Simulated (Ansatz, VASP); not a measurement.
One calculation of SrMgP, two programs

```
CELL_PARAMETERS angstrom
4.33617 0.00000 0.00000
-2.16808 3.75523 0.00000
0.00000 0.00000 9.45732
ATOMIC_POSITIONS crystal
Sr 0.00000 0.00000 0.50000
Sr 0.00000 0.00000 0.00000
Mg 0.33333 0.66667 0.25000
Mg 0.66667 0.33333 0.75000
P 0.33333 0.66667 0.75000
P 0.66667 0.33333 0.25000
```

Change from the starting cell: species swapped into the PrCuPb type (P6_3/mmc, No. 194).

Alike in both runs: functional PBE; k mesh 12 × 12 × 6; occupations gaussian, width 0.1 eV; no spin polarisation.

Ansatz relaxed the structure, and its values are those at the end. VASP's run is a single point on that final structure, the one shown.

```csv
,VASP,Ansatz
version,VASP 6.6.1,Ansatz 0.2.0
potentials or method,"VASP PAW PBE potentials, release 64 (Sr_sv, Mg, P), cutoff 520 eV","scalar-relativistic, plane waves, PAW"
valence electrons in the cell,34,50
```

```tsv
	VASP	Ansatz	Ansatz less VASP
gap on the k mesh at the Fermi level (eV)	none	none	-
pressure (GPa)	0.0	0.0	0.00
```

A gap of «none» marks a metal or a gap that the smearing closes. With one functional, cell and mesh, what is left measures potentials, basis and numerics. VASP's potentials hold 34 valence electrons a cell and Ansatz's 50, so a difference there can come from the potentials and not from the codes.
